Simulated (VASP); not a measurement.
Write the native input for VASP 6.6.1 that does the following.

- Task: single point
- Functional: PBE0
- Potentials or basis: VASP PAW PBE potentials, release 64 (Zr_sv, O)
- Cutoff: 520 eV
- k mesh: 6 × 6 × 6
- Occupations: gaussian, width 0.01 eV
- Spin: no spin polarisation
- Dipole correction: no
- Grid for exact exchange (PRECFOCK): Normal
- Further INCAR settings: ALGO = Normal; EDIFF = 1e-06; NBANDS = 19
- Share of exact exchange: 0.25

ZrO2:

```
Zr O
1.0
     0.00000    2.54471    2.54471
     2.54471    0.00000    2.54471
     2.54471    2.54471    0.00000
Zr O
1 2
Direct
  0.00000 0.00000 0.00000
  0.25000 0.25000 0.25000
  0.75000 0.75000 0.75000
```

The input as run:

POSCAR

```
ZrO2
1.0
    0.0000000000      2.5447136197      2.5447136197
    2.5447136197      0.0000000000      2.5447136197
    2.5447136197      2.5447136197      0.0000000000
Zr O
1 2
Direct
    0.0000000000      0.0000000000      0.0000000000
    0.2500000000      0.2500000000      0.2500000000
    0.7500000000      0.7500000000      0.7500000000
```

INCAR.step1

```
SYSTEM = ZrO2
  PREC = Accurate
  ENCUT = 520
  EDIFF = 1E-5
  ISMEAR = 0
  SIGMA = 0.01
  LREAL = .False.
  LASPH = .True.
  NELM = 120
  ALGO = Normal
  ISIF = 2
  LWAVE = .True.
  LCHARG = .False.
  GGA = PE
  NBANDS = 19
  GGA_COMPAT = .False.
```

INCAR.step2

```
SYSTEM = ZrO2
  PREC = Accurate
  ENCUT = 520
  EDIFF = 1E-6
  ISMEAR = 0
  SIGMA = 0.01
  LREAL = .False.
  LASPH = .True.
  NELM = 120
  ALGO = Normal
  ISIF = 2
  LWAVE = .False.
  LCHARG = .False.
  GGA = PE
  LHFCALC = .True.
  AEXX = 0.25
  PRECFOCK = Normal
  ISTART = 1
  NBANDS = 19
  GGA_COMPAT = .False.
```

KPOINTS

```
regular mesh
0
Gamma
  6 6 6
  0 0 0
```

Potentials or basis: VASP PAW PBE potentials, release 64 (Zr_sv, O).

The run is started by

```sh
$ cat potpaw_PBE.64/Zr_sv/POTCAR potpaw_PBE.64/O/POTCAR > POTCAR
$ cp INCAR.step1 INCAR
$ mpirun -np 1 vasp_std > vasp.out
$ cp INCAR.step2 INCAR
$ mpirun -np 1 vasp_std > vasp.out
```

It gave:

```json
{"Pressure": "-2.5 GPa", "Band gap on the k mesh": "5.73 eV (least direct gap 6.13 eV)"}
```

Caveat: the PAW data sets were made with another functional, which shifts forces and pressure a little.

Run time: 110 min on 1 thread of Intel Xeon 8259CL, with other jobs on the host, peak memory 0.19 GiB.
